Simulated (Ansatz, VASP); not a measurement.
## Sb in VASP and in Ansatz

File INCAR:

```
ALGO     = Normal         # electronic algorithm
EDIFF    = 1E-6           # SCF threshold, eV
ENCUT    = 520            # plane-wave cutoff, eV
GGA      = PE             # functional
ISIF     = 2              # what is computed and relaxed
ISMEAR   = -1             # smearing method
LASPH    = T              # aspherical terms in the spheres
LCHARG   = F              # write CHGCAR
LREAL    = F              # projectors in reciprocal space
LWAVE    = F              # write WAVECAR
NBANDS   = 8              # bands
NELM     = 80             # most SCF steps
PREC     = Accurate       # precision mode
SIGMA    = 0.08           # smearing width, eV
```

KPOINTS

```
k-points
0
Gamma
  15 15 15
```

POSCAR

```
Sb
1.0
    0.0000000000      2.1865113417      2.1865113417
    2.1865113417      0.0000000000      2.1865113417
    2.1865113417      2.1865113417      0.0000000000
Sb
1
Direct
    0.0000000000      0.0000000000      0.0000000000
```

Input for Ansatz:

```yaml
crystal:
  lattice:
    - [0.0, 2.1865113417, 2.1865113417]
    - [2.1865113417, 0.0, 2.1865113417]
    - [2.1865113417, 2.1865113417, 0.0]
  atoms:
    - { symbol: Sb, position: [0.0, 0.0, 0.0] }
kpoints:
  mp_grid: { grid: [15, 15, 15] }
scf:
  occupations: { method: fermi_dirac, width: 0.08 }
hamiltonian:
  xc: pbe
  pseudopotentials: { kind: all_electron, lapw: { basis_error: 0.001 } }
output:
  forces: true
  stress: true
  eigenvalues: true
  populations: true
```

Change from the starting cell: volume scaled by 0.76, LAPW.

Alike in both runs: task single point; functional PBE; k mesh 15 × 15 × 15; occupations fermi-dirac, width 0.08 eV; no spin polarisation.

|  | VASP | Ansatz |
| --- | --- | --- |
| version | VASP 6.6.1 | Ansatz 0.2.0 |
| potentials or method | VASP PAW PBE potentials, release 64 (Sb), cutoff 520 eV | all-electron LAPW, scalar-relativistic |

|  | VASP | Ansatz | Ansatz less VASP |
| --- | --- | --- | --- |
| pressure (GPa) | 30.1 | 30.0 | -0.05 |

Both programs put the cell under a high pressure, so it lies far from rest at this level. Ansatz ran all-electron here, and VASP with PAW potentials.

Neither program's run includes spin-orbit coupling.
